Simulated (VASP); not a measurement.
# V: single point with PBE

V:

```
V
1.0
     4.05059    0.00000    0.00000
    -2.02529    3.50791    0.00000
     0.00000    0.00000    2.19401
V
3
Cartesian
  0.0000 0.0000 0.0000
  0.0000 2.3386 1.0970
  2.0253 1.1693 1.0970
```

This isn't the form of V at room conditions, which is bcc.

```json
{
 "Program": "VASP 6.6.1",
 "Task": "single point",
 "Functional": "PBE",
 "Potentials or basis": "VASP PAW PBE potentials, release 64 (V_sv)",
 "Cutoff": "520 eV",
 "k mesh": "8 × 8 × 12",
 "Occupations": "fermi-dirac, width 0.08 eV",
 "Spin": "no spin polarisation"
}
```

* Pressure: 81.6 GPa
* Band gap on the k mesh: zero (an odd number of electrons rules out a gap without spin polarisation)

Stress tensor (GPa, compression positive):
```
81.03  0.00  0.00
 0.00 81.03  0.00
 0.00  0.00 82.69
```

Levels at points of the mesh, in eV from the Fermi level:
| k point | band 17 | band 18 | band 19 | band 20 | band 21 | band 22 |
| --- | --- | --- | --- | --- | --- | --- |
| (0.00, 0.00, 0.00) | -1.60 | -1.60 | -1.48 | -1.12 | 0.57 | 0.57 |
| (0.50, 0.00, 0.00) | -2.04 | -1.83 | -1.28 | -1.11 | 1.87 | 2.15 |
| (0.00, 0.00, 0.50) | -1.64 | -0.68 | -0.21 | -0.21 | 1.20 | 1.20 |
| (0.50, 0.00, 0.50) | -1.52 | -1.00 | -0.77 | 0.89 | 0.95 | 2.35 |

Run time: 100 s on 1 thread of Intel Xeon 8259CL, on a shared host, peak memory 0.16 GiB.

Caveat: the cell stands under pressure.
